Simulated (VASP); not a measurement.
SiC (Moissanite 6H):

```
CELL_PARAMETERS angstrom
3.11550 0.00000 0.00000
-1.55775 2.69810 0.00000
0.00000 0.00000 15.27047
ATOMIC_POSITIONS crystal
Si 0.66667 0.33333 0.45830
Si 0.33333 0.66667 0.95830
Si 0.66667 0.33333 0.79170
Si 0.33333 0.66667 0.29170
Si 0.00000 0.00000 0.62500
Si 0.00000 0.00000 0.12500
C 0.66667 0.33333 0.33330
C 0.33333 0.66667 0.83330
C 0.66667 0.33333 0.66670
C 0.33333 0.66667 0.16670
C 0.00000 0.00000 0.50000
C 0.00000 0.00000 0.00000
```

Base run:

* Program: VASP 6.6.1
* Functional: PBE
* Potentials or basis: VASP PAW PBE potentials, release 64 (Si, C)
* Cutoff: 520 eV
* k mesh: 10 × 10 × 2
* Occupations: fermi-dirac, width 0.05 eV
* Spin: no spin polarisation

Its results: band gap on the k mesh 2.03 eV, indirect (least direct gap 3.12 eV); pressure -3.9 GPa; largest force 0.138 eV/Å.

Question: After a change of settings the same cell gave: band gap on the k mesh 2.33 eV, indirect (least direct gap 3.41 eV); pressure 12.4 GPa; largest force 0.137 eV/Å. Which change was it?
A. functional from PBE to BLYP; further incar settings from ALGO = Normal; EDIFF = 1e-06; NBANDS = 36 to ALGO = Normal; EDIFF = 1e-07; NBANDS = 36
B. functional from PBE to PBE exchange alone
C. functional from PBE to RPBE; dispersion from none to D3(BJ)
D. functional from PBE to BLYP; dispersion from none to D4

Answer: B.
